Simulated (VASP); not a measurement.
TePb:

```xyz
2
Lattice="4.0023 0.0000 0.0000 0.0000 4.0023 0.0000 0.0000 0.0000 4.0023" Properties=species:S:1:pos:R:3 pbc="T T T"
Pb    0.0000    0.0000    0.0000
Te    2.0011    2.0011    2.0011
```

```yaml
Program: VASP 6.6.1
Task: relaxation of cell and atoms
Functional: PBEsol
Dispersion: D4
Potentials_or_basis: VASP PAW PBE potentials, release 64 (Pb_d, Te)
Cutoff: 600 eV
k_mesh: 7 × 7 × 7
Occupations: fermi-dirac, width 0.05 eV
Spin: no spin polarisation
```

At the start: pressure -0.9 GPa; volume 32.05 Å³/atom.

Problem. How do energy, volume and symmetry change on relaxing?

Solution. Over 5 steps the energy falls by 26.5 meV/atom and the volume is 29.10 Å³/atom (-9.2 %); space group Pm-3m (No. 221, to 0.1 Å) before and after.

The path:
```
step  energy change (eV)  largest force (eV/Å)  pressure (GPa)  volume (Å³)
   1              0.0000                0.0000           -0.88        64.11
   2             -0.0117                0.0000           -2.46        62.49
   3             -0.0526                0.0000            0.33        57.80
   4             -0.0530                0.0000           -0.09        58.31
   5             -0.0530                0.0000            0.00        58.20
```

Final structure:
```xyz
2
Lattice="3.8753 0.0000 0.0000 0.0000 3.8753 0.0000 0.0000 0.0000 3.8753" Properties=species:S:1:pos:R:3 pbc="T T T"
Pb    0.0000    0.0000    0.0000
Te    1.9377    1.9377    1.9377
```

Caveat: the PAW data sets were made with another functional, which shifts forces and pressure a little.
